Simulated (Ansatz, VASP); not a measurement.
# Ir in VASP and in Ansatz

```
CELL_PARAMETERS angstrom
2.77719 0.00152 -0.01048
-1.38728 2.39083 -0.01252
-0.01699 -0.03325 4.45932
ATOMIC_POSITIONS crystal
Ir 0.68066 0.39160 0.74049
Ir 0.29080 0.60975 0.20563
```

Alike in both runs: task single point; functional PBEsol; k mesh 8 × 8 × 5; no spin polarisation.

```csv
,VASP,Ansatz
version,VASP 6.6.1,Ansatz 0.2.0
potentials or method,"VASP PAW PBE potentials, release 64 (Ir), cutoff 500 eV","plane waves, PAW"
occupations,"methfessel-paxton of order 1, width 0.1 eV","cold, width 0.1 eV"
valence electrons in the cell,18,34
```

```tsv
	VASP	Ansatz	Ansatz less VASP
pressure (GPa)	-7.7	-8.5	-0.83
traceless stress, the component that is largest in VASP (GPa)	8.97	8.83	-0.140
rms of the force components (eV/Å)	1.346	1.315	-0.0310
```

VASP's potentials were made for PBE, not for PBEsol. Atom by atom the forces differ by 0.036 eV/Å (rms over components). VASP's potentials hold 18 valence electrons a cell and Ansatz's 34, so a difference there can come from the potentials and not from the codes. Ansatz's warnings: stress scf threshold loose.

Neither program's run includes spin-orbit coupling.
